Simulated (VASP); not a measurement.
# SiC (F-43m) in VASP: a series of runs, part 2 of 2

VASP 6.6.1. Earlier steps stand in the parts before.

### Step 3. Single point, PBEsol (10.32 Å³/atom)

This run uses another cell than the first one, of 10.32 Å³/atom.

INCAR reads:

```
PREC = Accurate
ENCUT = 600
EDIFF = 1E-6
ISMEAR = 0
SIGMA = 0.05
LREAL = False
LASPH = True
NELM = 120
ALGO = Normal
ISIF = 2
LWAVE = False
LCHARG = True
GGA = PS
LELF = True
LVHAR = True
NBANDS = 11
GGA_COMPAT = False
```

KPOINTS reads:

```
Automatic mesh
0
Gamma
  14 14 14
```

POSCAR reads:

```
SiC
1.0
    0.0000000000      2.1770818764      2.1770818764
    2.1770818764      0.0000000000      2.1770818764
    2.1770818764      2.1770818764      0.0000000000
Si C
1 1
Direct
    0.0000000000      0.0000000000      0.0000000000
    0.7500000000      0.7500000000      0.7500000000
```

Potentials or basis: VASP PAW PBE potentials, release 64 (Si, C).

Launch:

```console
> cat potpaw_PBE.64/Si/POTCAR potpaw_PBE.64/C/POTCAR > POTCAR
> mpirun -np 1 vasp_std > vasp.out
```

OUTCAR:

```text
PREC = Accurate
   ENCUT = 600
   EDIFF = 1E-6
   ISMEAR = 0
   LREAL = False
   LASPH = True
   NELM = 120
   ISIF = 2
   GGA = PS

 ion  position               nearest neighbor table
   1  0.000  0.000  0.000-   2 1.89   2 1.89   2 1.89   2 1.89
   2  0.750  0.750  0.750-   1 1.89   1 1.89   1 1.89   1 1.89

  LATTYP: Found a face centered cubic cell.
 ALAT       =     4.3541637528

  Lattice vectors:

 A1 = (   0.0000000000,   2.1770818764,   2.1770818764)
 A2 = (   2.1770818764,   0.0000000000,   2.1770818764)
 A3 = (   2.1770818764,   2.1770818764,   0.0000000000)

Analysis of symmetry for initial positions (statically):
=====================================================================
 Subroutine PRICEL returns:
 Original cell was already a primitive cell.

 Routine SETGRP: Setting up the symmetry group for a
 face centered cubic supercell.

 Subroutine GETGRP returns: Found 24 space group operations
 (whereof 24 operations were pure point group operations)
 out of a pool of 48 trial point group operations.

The static configuration has the point symmetry T_d .
[... 171 lines left out ...]
      1      -7.3593      2.00000
      2       8.0854      2.00000
      3       8.0854      2.00000
      4       8.0854      2.00000
      5      14.3030      0.00000
      6      15.3469      0.00000
      7      15.3469      0.00000
      8      15.3469      0.00000
      9      22.5581      0.00000
     10      22.5581      0.00000
     11      24.3894      0.00000
[... 309 lines left out ...]
 k-point    24 :       0.2857    0.1429    0.0000
  band No.  band energies     occupation
      1      -5.9178      2.00000
      2       4.1165      2.00000
      3       6.6025      2.00000
      4       6.7707      2.00000
      5      13.3795      0.00000
      6      15.6862      0.00000
      7      16.7530      0.00000
      8      17.3947      0.00000
      9      20.0134      0.00000
     10      23.3890      0.00000
     11      25.2960      0.00000

 [... further k-points ...]

------------------------ aborting loop because EDIFF is reached ----------------------------------------

  FORCE on cell =-STRESS in cart. coord.  units (eV):
  Direction    XX          YY          ZZ          XY          YZ          ZX
  --------------------------------------------------------------------------------------
  -------------------------------------------------------------------------------------
  Total        0.0811335      0.0811335      0.0811335      0.0000000     -0.0000000      0.0000000
  in kB        6.2987782      6.2987782      6.2987782      0.0000000     -0.0000000      0.0000000
  external PRESSURE =       6.2987782 kB  Pullay stress =       0.0000000 kB

 VOLUME and BASIS-vectors are now :
 -----------------------------------------------------------------------------
  energy-cutoff  :      600.00
  volume of cell :       20.64
      direct lattice vectors                 reciprocal lattice vectors
     0.000000000  2.177081876  2.177081876    -0.229665225  0.229665225  0.229665225
     2.177081876  0.000000000  2.177081876     0.229665225 -0.229665225  0.229665225
     2.177081876  2.177081876  0.000000000     0.229665225  0.229665225 -0.229665225

 POSITION                                       TOTAL-FORCE (eV/Angst)
 -----------------------------------------------------------------------------------
      0.00000      0.00000      0.00000         0.000000      0.000000      0.000000
      3.26562      3.26562      3.26562        -0.000000     -0.000000     -0.000000
 -----------------------------------------------------------------------------------
    total drift:                                0.000000      0.000000      0.000000

  FREE ENERGIE OF THE ION-ELECTRON SYSTEM (eV)
  ---------------------------------------------------
  free  energy   TOTEN  =       -15.9161163347 eV

  energy  without entropy=      -15.9161163347  energy(sigma->0) =      -15.91611633
```

stdout:

```text
POSCAR found type information on POSCAR SiC
 POSCAR found :  2 types and       2 ions
 scaLAPACK will be used
 -----------------------------------------------------------------------------
|                                                                             |
|                                                                             |
|     You enforced a specific xc type in the INCAR file but a different       |
|     I HOPE YOU KNOW WHAT YOU ARE DOING!                                     |
|                                                                             |
 -----------------------------------------------------------------------------

 LDA part: xc-table for (Slater+PW92), standard interpolation
 POSCAR, INCAR and KPOINTS ok, starting setup
 FFT: planning ... GRIDC
 FFT: planning ... GRID_SOFT
 FFT: planning ... GRID
 WAVECAR not read
 entering main loop
```

Run time: 60 s. Hardware: 1 thread of Intel Xeon 8259CL, shared host; peak memory 0.16 GiB.

What came out:

```
Free energy            : -15.9161 eV
Pressure               : 0.6 GPa
Band gap on the k mesh : 1.23 eV (least direct gap 4.45 eV)
```

Levels at points of the mesh, in eV from the valence-band top:
```tsv
k point	band 2	band 3	band 4	band 5	band 6	band 7
(0.00, 0.00, 0.00)	0.00	0.00	0.00	6.22	7.26	7.26
(0.50, 0.00, 0.00)	-8.61	-1.06	-1.06	5.40	7.15	7.15
(0.50, 0.50, 0.00)	-7.84	-3.21	-3.21	1.23	4.21	13.98
```

Caveat: the PAW data sets were made with another functional, which shifts forces and pressure a little.

### Step 4. Single point, PBEsol (10.34 Å³/atom)

This run uses another cell than the first one, of 10.34 Å³/atom.

INCAR reads:

```
ALGO     = Normal         # electronic algorithm
EDIFF    = 1E-6           # SCF threshold, eV
ENCUT    = 600            # plane-wave cutoff, eV
GGA      = PS             # functional
GGA_COMPAT= F            
ISIF     = 2              # what is computed and relaxed
ISMEAR   = 0              # smearing method
LASPH    = T              # aspherical terms in the spheres
LCHARG   = F              # write CHGCAR
LREAL    = F              # projectors in reciprocal space
LWAVE    = F              # write WAVECAR
NBANDS   = 11             # bands
NELM     = 120            # most SCF steps
PREC     = Accurate       # precision mode
SIGMA    = 0.05           # smearing width, eV
```

KPOINTS reads:

```
k-points
0
Gamma
  14 14 14
```

POSCAR reads:

```
SiC
1.0
    0.0000000000      2.1784069401      2.1784069401
    2.1784069401      0.0000000000      2.1784069401
    2.1784069401      2.1784069401      0.0000000000
Si C
1 1
Direct
    0.0000000000      0.0000000000      0.0000000000
    0.7500000000      0.7500000000      0.7500000000
```

Potentials or basis: VASP PAW PBE potentials, release 64 (Si, C).

Launch:

```console
> cat potpaw_PBE.64/Si/POTCAR potpaw_PBE.64/C/POTCAR > POTCAR
> mpirun -np 1 vasp_std > vasp.out
```

OUTCAR:

```text
EDIFF = 1E-6
   ENCUT = 600
   GGA = PS
   ISIF = 2
   ISMEAR = 0
   LASPH = T
   LREAL = F
   NELM = 120
   PREC = Accurate

 ion  position               nearest neighbor table
   1  0.000  0.000  0.000-   2 1.89   2 1.89   2 1.89   2 1.89
   2  0.750  0.750  0.750-   1 1.89   1 1.89   1 1.89   1 1.89

  LATTYP: Found a face centered cubic cell.
 ALAT       =     4.3568138802

  Lattice vectors:

 A1 = (   0.0000000000,   2.1784069401,   2.1784069401)
 A2 = (   2.1784069401,   0.0000000000,   2.1784069401)
 A3 = (   2.1784069401,   2.1784069401,   0.0000000000)

Analysis of symmetry for initial positions (statically):
=====================================================================
 Subroutine PRICEL returns:
 Original cell was already a primitive cell.

 Routine SETGRP: Setting up the symmetry group for a
 face centered cubic supercell.

 Subroutine GETGRP returns: Found 24 space group operations
 (whereof 24 operations were pure point group operations)
 out of a pool of 48 trial point group operations.

The static configuration has the point symmetry T_d .

Analysis of symmetry for dynamics (positions and initial velocities):
=====================================================================
 Subroutine PRICEL returns:
 Original cell was already a primitive cell.

 Routine SETGRP: Setting up the symmetry group for a
 face centered cubic supercell.

 Subroutine GETGRP returns: Found 24 space group operations
 (whereof 24 operations were pure point group operations)
 out of a pool of 48 trial point group operations.

The dynamic configuration has the point symmetry T_d .

 Subroutine INISYM returns: Found 24 space group operations
 (whereof 24 operations are pure point group operations),
 and found     1 'primitive' translations

----------------------------------------------------------------------------------------

                                     Primitive cell

[... 117 lines left out ...]
   AEXX    =    0.0000 exact exchange contribution
   IVDW    =     0    specifies the selected vdW correction
   LEPSILON=     F    determine dielectric tensor
   LRPA    =     F    only Hartree local field effects (RPA)
 non-spin polarized calculation
 Gauss-broadening in eV      SIGMA  =   0.05
  energy-cutoff  :      600.00
  volume of cell :       20.68
 maximum number of plane-waves:       701
 NGX is ok and might be reduce to    28
   NGX = 13   NGY = 13   NGZ = 13

 number of electron       8.0000000 magnetization

 Free energy of the ion-electron system (eV)
  ---------------------------------------------------
  ext. energy  EPLUGINS =         0.00000000
  ---------------------------------------------------
  free energy    TOTEN  =       -15.91624656 eV

  energy without entropy =      -15.91624656  energy(sigma->0) =      -15.91624656

 E-fermi :   8.3001     XC(G=0): -11.5084

 val. band max:        8.0648816505   @ k =   0.0000   0.0000   0.0000
 cond. band min:       9.2985256546   @ k =   0.5000   0.5000   0.0000
 fundamental gap:      1.2336440041
 Fermi energy:         8.3001008825

 k-point     1 :       0.0000    0.0000    0.0000
  band No.  band energies     occupation
      1      -7.3655      2.00000
      2       8.0649      2.00000
      3       8.0649      2.00000
      4       8.0649      2.00000
      5      14.2612      0.00000
      6      15.3138      0.00000
      7      15.3138      0.00000
      8      15.3138      0.00000
      9      22.5269      0.00000
     10      22.5269      0.00000
     11      24.3406      0.00000
[... 309 lines left out ...]
 k-point    24 :       0.2857    0.1429    0.0000
  band No.  band energies     occupation
      1      -5.9260      2.00000
      2       4.0981      2.00000
      3       6.5834      2.00000
      4       6.7504      2.00000
      5      13.3509      0.00000
      6      15.6513      0.00000
      7      16.7199      0.00000
      8      17.3604      0.00000
      9      19.9773      0.00000
     10      23.3556      0.00000
     11      25.2582      0.00000

 [... further k-points ...]

------------------------ aborting loop because EDIFF is reached ----------------------------------------

  FORCE on cell =-STRESS in cart. coord.  units (eV):
  Direction    XX          YY          ZZ          XY          YZ          ZX
  --------------------------------------------------------------------------------------
  -------------------------------------------------------------------------------------
  Total        0.0288039      0.0288039      0.0288039      0.0000000      0.0000000      0.0000000
  in kB        2.2321075      2.2321075      2.2321075      0.0000000      0.0000000      0.0000000
  external PRESSURE =       2.2321075 kB  Pullay stress =       0.0000000 kB

 VOLUME and BASIS-vectors are now :
 -----------------------------------------------------------------------------
  energy-cutoff  :      600.00
  volume of cell :       20.68
      direct lattice vectors                 reciprocal lattice vectors
     0.000000000  2.178406940  2.178406940    -0.229525527  0.229525527  0.229525527
     2.178406940  0.000000000  2.178406940     0.229525527 -0.229525527  0.229525527
     2.178406940  2.178406940  0.000000000     0.229525527  0.229525527 -0.229525527

 POSITION                                       TOTAL-FORCE (eV/Angst)
 -----------------------------------------------------------------------------------
      0.00000      0.00000      0.00000        -0.000000     -0.000000     -0.000000
      3.26761      3.26761      3.26761         0.000000      0.000000      0.000000
 -----------------------------------------------------------------------------------
    total drift:                                0.000000      0.000000      0.000000

  FREE ENERGIE OF THE ION-ELECTRON SYSTEM (eV)
  ---------------------------------------------------
  free  energy   TOTEN  =       -15.9162465619 eV

  energy  without entropy=      -15.9162465619  energy(sigma->0) =      -15.91624656
```

OSZICAR:

```text
N       E                     dE             d eps       ncg     rms          rms(c)
DAV:   1     0.500231241968E+01    0.50023E+01   -0.43819E+03  2331   0.697E+02
DAV:   2    -0.169837899983E+02   -0.21986E+02   -0.20694E+02  2944   0.116E+02
DAV:   3    -0.177123081610E+02   -0.72852E+00   -0.72689E+00  2841   0.177E+01
DAV:   4    -0.177151540158E+02   -0.28459E-02   -0.28457E-02  2611   0.139E+00
DAV:   5    -0.177151666646E+02   -0.12649E-04   -0.12649E-04  2817   0.874E-02    0.874E+00
DAV:   6    -0.159961370994E+02    0.17190E+01   -0.60392E+00  2558   0.109E+01    0.392E+00
DAV:   7    -0.159308895026E+02    0.65248E-01   -0.37188E-01  2738   0.344E+00    0.176E+00
DAV:   8    -0.159164195985E+02    0.14470E-01   -0.20849E-02  2630   0.923E-01    0.164E-01
DAV:   9    -0.159162014098E+02    0.21819E-03   -0.17140E-03  2816   0.220E-01    0.110E-01
DAV:  10    -0.159162461747E+02   -0.44765E-04   -0.12370E-04  2609   0.703E-02    0.252E-02
DAV:  11    -0.159162462931E+02   -0.11838E-06   -0.12676E-05  2747   0.195E-02    0.582E-03
DAV:  12    -0.159162465619E+02   -0.26884E-06   -0.71850E-07  1585   0.527E-03
   1 F= -.15916247E+02 E0= -.15916247E+02  d E =-.760378E-14
```

stdout:

```text
POSCAR found type information on POSCAR SiC
 POSCAR found :  2 types and       2 ions
 scaLAPACK will be used
 -----------------------------------------------------------------------------
|                                                                             |
|                                                                             |
|     You enforced a specific xc type in the INCAR file but a different       |
|     I HOPE YOU KNOW WHAT YOU ARE DOING!                                     |
|                                                                             |
 -----------------------------------------------------------------------------

 LDA part: xc-table for (Slater+PW92), standard interpolation
 POSCAR, INCAR and KPOINTS ok, starting setup
 FFT: planning ... GRIDC
 FFT: planning ... GRID_SOFT
 FFT: planning ... GRID
 WAVECAR not read
 entering main loop
```

It took 59 s on 1 thread of Intel Xeon 8259CL, shared host; peak memory 0.17 GiB.

Results:

```
Free energy            : -15.9162 eV
Pressure               : 0.2 GPa
Band gap on the k mesh : 1.23 eV (least direct gap 4.44 eV)
```

Caveat: the PAW data sets were made with another functional, which shifts forces and pressure a little.

### Step 5. The runs side by side

| cell | gap on the mesh (eV) | pressure (GPa) |
| --- | --- | --- |
| a = 3.085 Å, angles 60.0°, 2 atoms | 1.24 | -0.6 |
| a = 3.079 Å, angles 60.0°, 2 atoms | 1.23 | 0.6 |
| a = 3.081 Å, angles 60.0°, 2 atoms | 1.23 | 0.2 |

Alike in all rows: task single point; level PBEsol; potentials or basis VASP PAW PBE potentials, release 64 (Si, C); no spin polarisation; k mesh 14 × 14 × 14; cutoff (eV) 600; smearing gaussian 0.05 eV.

Caveats: the PAW data sets were made with another functional, which shifts forces and pressure a little.

Total energies depend on the potentials used, so only differences within one code and one set of settings carry meaning.

### Step 6. Comparison with measurements

Step 2. Against the measured gap of SiC, 2.4 eV (indirect; quoted in “Insight into the structural, elastic and electronic properties of a new orthorhombic 6O-SiC polytype”, 2020, pmc:7200658), the calculated 1.24 eV is off by -1.16 eV. The value is that of PBEsol on a finite k mesh, which can miss the band edges, without temperature or zero-point motion. Semilocal functionals fall short of measured gaps as a rule.

Step 3. Measured gap of SiC: 2.4 eV (indirect; quoted in “Insight into the structural, elastic and electronic properties of a new orthorhombic 6O-SiC polytype”, 2020, pmc:7200658). This calculation gives 1.23 eV (-1.17 eV). The value is that of PBEsol on a finite k mesh, which can miss the band edges, without temperature or zero-point motion. Semilocal functionals fall short of measured gaps as a rule.

Step 4. Measured gap of SiC: 2.4 eV (indirect; quoted in “Insight into the structural, elastic and electronic properties of a new orthorhombic 6O-SiC polytype”, 2020, pmc:7200658). This calculation gives 1.23 eV (-1.17 eV). The value is that of PBEsol on a finite k mesh, which can miss the band edges, without temperature or zero-point motion. Semilocal functionals fall short of measured gaps as a rule.
